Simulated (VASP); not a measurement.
Input of a VASP 6.6.1 run:

The input INCAR:

```
SYSTEM = TiC
ALGO = Normal ; EDIFF = 1E-6
ENCUT = 520 ; GGA = PS
ISIF = 2 ; ISMEAR = -1
LASPH = .True. ; LCHARG = .False.
LREAL = .False. ; LWAVE = .False.
NBANDS = 15 ; NELM = 60
PREC = Accurate ; SIGMA = 0.15
```

Contents of KPOINTS:

```
k-points
0
Gamma
  18 18 18
  0 0 0
```

The input POSCAR:

```
TiC
1.0
    0.0000000000      2.0721891536      2.0721891536
    2.0721891536      0.0000000000      2.0721891536
    2.0721891536      2.0721891536      0.0000000000
Ti C
1 1
Direct
    0.0000000000      0.0000000000      0.0000000000
    0.5000000000      0.5000000000      0.5000000000
```

Potentials or basis: VASP PAW PBE potentials, release 64 (Ti_sv, C).

Run with:

```console
$ cat potpaw_PBE.64/Ti_sv/POTCAR potpaw_PBE.64/C/POTCAR > POTCAR
$ mpirun -np 1 vasp_std > vasp.out
```

(1) What does it give for the band gap on the k mesh?

(2) What does it give for the pressure?

## Answers

(1) zero (bands 8 and 9 overlap by 1.11 eV).

(2) 35.1 GPa.

Caveat: the cell stands under pressure; the PAW data sets were made with another functional, which shifts forces and pressure a little.
